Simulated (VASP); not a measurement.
## TaN: single point with PBEsol

Crystal: TaN.

```
CELL_PARAMETERS angstrom
5.02355 0.00000 0.00000
-2.51178 4.35052 0.00000
0.00000 0.00000 2.80912
ATOMIC_POSITIONS crystal
Ta 0.33333 0.66667 0.50000
Ta 0.66667 0.33333 0.50000
Ta 0.00000 0.00000 0.00000
N 0.39337 0.00000 0.00000
N 0.60663 0.60663 0.00000
N 0.00000 0.39337 0.00000
```

This cell differs from its parent crystal: strain -0.030 along x and y, -0.030 along z.

```json
{
  "Program": "VASP 6.6.1",
  "Task": "single point",
  "Functional": "PBEsol",
  "Potentials or basis": "VASP PAW PBE potentials, release 64 (Ta_pv, N)",
  "Cutoff": "520 eV",
  "k mesh": "12 × 12 × 16",
  "Occupations": "gaussian, width 0.15 eV",
  "Spin": "no spin polarisation"
}
```

The pressure is 38.7 GPa. The largest force is 0.430 eV/Å and the band gap on the k mesh is zero (band 24 reaches 11.52 eV, above the bottom of band 25 at 8.00 eV).

Forces on the atoms (eV/Å):
```
Ta   0.000  0.000  0.000
Ta   0.000  0.000  0.000
Ta   0.000  0.000  0.000
N    0.430  0.000  0.000
N   -0.215 -0.372  0.000
N   -0.215  0.372  0.000
```

Stress tensor (GPa, compression positive):
```
38.00  0.00  0.00
 0.00 38.00  0.00
 0.00  0.00 40.09
```

Levels at points of the mesh, in eV from the Fermi level:
| k point | band 20 | band 21 | band 22 | band 23 | band 24 | band 25 | band 26 | band 27 | band 28 | band 29 |
| --- | --- | --- | --- | --- | --- | --- | --- | --- | --- | --- |
| (0.00, 0.00, 0.00) | -5.56 | -4.72 | -3.54 | -2.16 | -1.14 | -1.14 | 0.54 | 0.54 | 2.02 | 2.19 |
| (0.50, 0.00, 0.00) | -5.06 | -4.35 | -4.32 | -3.16 | -3.05 | 1.38 | 1.99 | 2.08 | 2.65 | 2.70 |
| (0.00, 0.00, 0.50) | -4.95 | -4.62 | -3.29 | -3.29 | 2.12 | 2.12 | 2.23 | 2.44 | 2.44 | 3.69 |
| (0.50, 0.00, 0.50) | -5.00 | -4.41 | -3.75 | -2.17 | -1.23 | 0.47 | 1.52 | 3.65 | 3.72 | 3.85 |

Run time: 110 s on 1 thread of Intel(R) Xeon(R) 6975P-C (Granite Rapids), on a shared host, peak memory 0.39 GiB.

Caveat: the cell differs from its parent crystal (strain -0.030 along x and y, -0.030 along z); the PAW data sets were made with another functional, which shifts forces and pressure a little; spin-orbit coupling is left out, which moves the levels of the heavy elements.
